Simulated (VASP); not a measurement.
# Pd (P6_3/mmc) in VASP: notebook, part 2 of 2

VASP 6.6.1. Earlier steps stand in the parts before.

**3. Relaxation of cell and atoms, LDA**

This run uses another cell than the first one, of 14.26 Å³/atom, 0.990 times its volume.

INCAR

```
  ALGO = Normal
  EDIFF = 1E-7
  EDIFFG = -0.03
  ENCUT = 500
  GGA_COMPAT = False
  IBRION = 2
  ISIF = 3
  ISMEAR = -1
  LASPH = True
  LCHARG = False
  LREAL = False
  LWAVE = False
  NELM = 120
  NELMIN = 4
  NSW = 80
  PREC = Accurate
  SIGMA = 0.1
```

KPOINTS

```
k-points
0
Gamma
  7 7 4
```

POSCAR

```
Pd
1.0
    2.7044744405      0.0000000000      0.0000000000
   -1.3522372202      2.3421435693      0.0000000000
    0.0000000000      0.0000000000      4.5015898641
Pd
2
Direct
    0.3333333333      0.6666666667      0.2500000000
    0.6666666667      0.3333333333      0.7500000000
```

Potentials or basis: VASP PAW LDA potentials, release 64 (Pd).

Started as:

```console
cat potpaw_LDA.64/Pd/POTCAR > POTCAR
mpirun -np 1 vasp_std > vasp.out
```

OUTCAR:

```text
EDIFF = 1E-7
   EDIFFG = -0.03
   ENCUT = 500
   IBRION = 2
   ISIF = 3
   ISMEAR = -1
   LASPH = True
   LREAL = False
   NELM = 120
   NELMIN = 4
   NSW = 80
   PREC = Accurate

 ion  position               nearest neighbor table
   1  0.333  0.667  0.250-   2 2.74   2 2.74   2 2.74   2 2.74   2 2.74   2 2.74
   2  0.667  0.333  0.750-   1 2.74   1 2.74   1 2.74   1 2.74   1 2.74   1 2.74

  LATTYP: Found a hexagonal cell.
 ALAT       =     2.7044744405
 C/A-ratio  =     1.6644971003

  Lattice vectors:

 A1 = (   2.7044744405,   0.0000000000,   0.0000000000)
 A2 = (  -1.3522372202,   2.3421435693,   0.0000000000)
 A3 = (   0.0000000000,   0.0000000000,   4.5015898641)

Analysis of symmetry for initial positions (statically):
=====================================================================
 Subroutine PRICEL returns:
 Original cell was already a primitive cell.

 Routine SETGRP: Setting up the symmetry group for a
 hexagonal supercell.

 Subroutine GETGRP returns: Found 24 space group operations
 (whereof 12 operations were pure point group operations)
 out of a pool of 24 trial point group operations.

The static configuration has the point symmetry D_3d.
 The point group associated with its full space group is D_6h.

Analysis of symmetry for dynamics (positions and initial velocities):
[... 157 lines left out ...]
  ---------------------------------------------------
  free energy    TOTEN  =       -12.99403865 eV

  energy without entropy =      -12.85237629  energy(sigma->0) =      -12.92320747

------------------------ aborting loop because EDIFF is reached ----------------------------------------

  FORCE on cell =-STRESS in cart. coord.  units (eV):
  Direction    XX          YY          ZZ          XY          YZ          ZX
  --------------------------------------------------------------------------------------
  -------------------------------------------------------------------------------------
  Total        0.0657982      0.0657982      0.0489684      0.0000000      0.0000000      0.0000000
  in kB        3.6971072      3.6971072      2.7514678      0.0000000      0.0000000      0.0000000
  external PRESSURE =       3.3818941 kB  Pullay stress =       0.0000000 kB
[... 59 lines left out ...]
--------------------------------------- Ionic step        3  -------------------------------------------

 number of electron      19.9999994 magnetization

 Free energy of the ion-electron system (eV)
  ---------------------------------------------------
  ext. energy  EPLUGINS =         0.00000000
  ---------------------------------------------------
  free energy    TOTEN  =       -12.99408648 eV

  energy without entropy =      -12.85226978  energy(sigma->0) =      -12.92317813

 E-fermi :  10.2217     XC(G=0): -13.7117

 val. band max:       10.2127027889   @ k =   0.2857   0.2857   0.2500
 cond. band min:      10.2313257622   @ k =   0.4286   0.0000   0.0000
 fundamental gap:      0.0186229733
 Fermi energy:        10.2216750288

 k-point     1 :       0.0000    0.0000    0.0000
  band No.  band energies     occupation
      1       2.6651      2.00000
      2       4.5401      2.00000
      3       7.0359      2.00000
      4       7.2636      2.00000
      5       7.2636      2.00000
      6       7.6452      2.00000
      7       7.6452      2.00000
      8       8.3950      2.00000
      9       8.3950      2.00000
     10       9.9371      1.89018
     11       9.9371      1.89018
     12      10.8617      0.00332
     13      17.3865      0.00000
     14      27.3000      0.00000
[... 418 lines left out ...]
  FREE ENERGIE OF THE ION-ELECTRON SYSTEM (eV)
  ---------------------------------------------------
  free  energy   TOTEN  =       -12.9940864779 eV

  energy  without entropy=      -12.8522697785  energy(sigma->0) =      -12.92317813

 reached required accuracy - stopping structural energy minimisation
```

Wall time 7.5 s (1 thread of Intel Xeon 6975P-C (Granite Rapids), shared host); peak memory 0.13 GiB.

Results:

| Property | Result |
| --- | --- |
| Free energy | -12.9941 eV |
| Relaxed volume | 14.28 Å³/atom |
| Relaxed cell | a = 2.706 Å, b = 2.706 Å, c = 4.503 Å, α = 90.00°, β = 90.00°, γ = 120.00° |
| Space group after relaxing (to 0.05 Å) | P6_3/mmc (No. 194) |
| Energy gained by relaxing | 0.0 meV/atom |
| Ionic steps | 3 |
| Pressure after relaxing | 0.0 GPa |
| Band gap on the k mesh | zero (band 10 reaches 10.29 eV, above the bottom of band 11 at 9.44 eV) |

Final structure:
```
Pd
1.0
     2.70599    0.00000    0.00000
    -1.35300    2.34346    0.00000
     0.00000    0.00000    4.50347
Pd
2
Direct
  0.33333 0.66667 0.25000
  0.66667 0.33333 0.75000
```

Caveat: the k points lie up to 0.38 Å⁻¹ apart in the final cell.

**4. Relaxation of cell and atoms, LDA**

This run uses another cell than the first one, of 14.71 Å³/atom, 1.021 times its volume.

INCAR

```
PREC = Accurate
ENCUT = 500
EDIFF = 1E-7
ISMEAR = -1
SIGMA = 0.1
LREAL = F
LASPH = T
NELM = 120
ALGO = Normal
ISIF = 3
LWAVE = F
LCHARG = F
GGA = CA
IBRION = 2
NSW = 80
EDIFFG = -0.03
GGA_COMPAT = F
NELMIN = 4
```

KPOINTS

```
regular mesh
0
Gamma
  7 7 4
```

POSCAR

```
Pd
1.0
    2.7500000000      0.0000000000      0.0000000000
   -1.3750000000      2.3815698604      0.0000000000
    0.0000000000      0.0000000000      4.4907500000
Pd
2
Direct
    0.3333333333      0.6666666667      0.2500000000
    0.6666666667      0.3333333333      0.7500000000
```

Started as:

```console
cat potpaw_LDA.64/Pd/POTCAR > POTCAR
mpirun -np 1 vasp_std > vasp.out
```

Wall time 14 s (1 thread of Intel Xeon 6975P-C (Granite Rapids), shared host); peak memory 0.13 GiB.

It converged, with:

```yaml
Free_energy: -12.9944 eV
Relaxed_volume: 14.27 Å³/atom
Relaxed_cell: a = 2.707 Å, b = 2.707 Å, c = 4.497 Å, α = 90.00°, β = 90.00°, γ = 120.00°
Space_group_after_relaxing_to_0.05_Å: P6_3/mmc (No. 194)
Energy_gained_by_relaxing: 9.9 meV/atom
Ionic_steps: 6
Pressure_after_relaxing: 0.1 GPa
Band_gap_on_the_k_mesh: zero (band 10 reaches 10.30 eV, above the bottom of band 11 at 9.45 eV)
```

Stress tensor (GPa, compression positive):
```
0.05 0.00 0.00
0.00 0.05 0.00
0.00 0.00 0.27
```

Step by step:
| step | energy change (eV) | largest force (eV/Å) | pressure (GPa) | volume (Å³) |
| --- | --- | --- | --- | --- |
| 1 | 0.0000 | 0.0000 | -6.02 | 29.41 |
| 2 | 0.0358 | 0.0000 | 13.04 | 27.12 |
| 3 | -0.0179 | 0.0000 | 0.10 | 28.54 |
| 4 | -0.0179 | 0.0000 | 0.23 | 28.52 |
| 5 | -0.0195 | 0.0000 | 0.14 | 28.53 |
| 6 | -0.0198 | 0.0000 | 0.12 | 28.54 |

Final structure:
```yaml
crystal:
  lattice:
    - [2.70701, 0.00000, 0.00000]
    - [-1.35350, 2.34434, 0.00000]
    - [0.00000, 0.00000, 4.49687]
  atoms:
    - { symbol: Pd, position: [0.33333, 0.66667, 0.25000] }
    - { symbol: Pd, position: [0.66667, 0.33333, 0.75000] }
```

Levels at points of the mesh, in eV from the Fermi level:
```
           k point  band 6  band 7  band 8  band 9  band 10  band 11  band 12  band 13  band 14
(0.00, 0.00, 0.00)   -2.58   -2.58   -1.84   -1.84    -0.29    -0.29     0.65     7.20    17.07
(0.00, 0.00, 0.50)   -3.01   -3.01   -3.01   -0.78    -0.78    -0.78    -0.78    14.32    14.32
```

Caveat: the k points lie up to 0.38 Å⁻¹ apart in the final cell.

**5. Overview**

| task | cell | gap on the mesh (eV) | pressure (GPa) | relaxed volume (Å³/atom) |
| --- | --- | --- | --- | --- |
| single point | a = 2.713, b = 2.713, c = 4.517 Å, angles 90.0, 90.0, 120.0°, 2 atoms | none | -1.8 | - |
| relaxation of cell and atoms | relaxed from a = 2.704, b = 2.704, c = 4.502 Å, angles 90.0, 90.0, 120.0°, 2 atoms | none | 0.0 | 14.28 |
| relaxation of cell and atoms | relaxed from a = 2.750, b = 2.750, c = 4.491 Å, angles 90.0, 90.0, 120.0°, 2 atoms | none | 0.1 | 14.27 |

Alike in all rows: level LDA; potentials or basis VASP PAW LDA potentials, release 64 (Pd); no spin polarisation; k mesh 7 × 7 × 4; cutoff (eV) 500; smearing fermi-dirac 0.1 eV.

Caveats: all runs use coarse meshes.

Absolute energies hang on the potentials; compare differences alone.
